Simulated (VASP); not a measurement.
Input of a VASP 6.6.1 run:

INCAR

```
SYSTEM = RbGeN
  PREC = Accurate
  ENCUT = 600
  EDIFF = 1E-7
  ISMEAR = 0
  SIGMA = 0.1
  LREAL = .FALSE.
  LASPH = .TRUE.
  NELM = 60
  ALGO = Normal
  ISIF = 3
  LWAVE = .FALSE.
  LCHARG = .FALSE.
  GGA = PE
  IBRION = 2
  NSW = 90
  EDIFFG = -0.04
```

KPOINTS

```
Automatic mesh
0
G
  6 6 4
  0 0 0
```

File POSCAR:

```
RbGeN
1.0
    1.5091594673     -6.8160504143      0.0000000000
    1.5091594673      6.8160504143      0.0000000000
    0.0000000000      0.0000000000      5.7597371850
Rb Ge N
2 2 2
Direct
    0.3284188502      0.6715811498      0.2500000000
    0.6715811498      0.3284188502      0.7500000000
    0.4460288431      0.5539711569      0.7500000000
    0.5539711569      0.4460288431      0.2500000000
    0.0000000000      0.0000000000      0.5000000000
    0.0000000000      0.0000000000      0.0000000000
```

Potentials or basis: VASP PAW PBE potentials, release 64 (Rb_sv, Ge_d, N).

Launch:

```console
$ cat potpaw_PBE.64/Rb_sv/POTCAR potpaw_PBE.64/Ge_d/POTCAR potpaw_PBE.64/N/POTCAR > POTCAR
$ mpirun -np 1 vasp_std > vasp.out
```

(1) Predict the space group after relaxing (to 0.1 Å).

(2) Estimate the relaxed cell.

(3) Predict the relaxed volume.

Answers

(1) Cmcm (No. 63).

(2) a = 7.051 Å, b = 7.051 Å, c = 5.744 Å, α = 90.00°, β = 90.00°, γ = 155.45°.

(3) 19.78 Å³/atom.
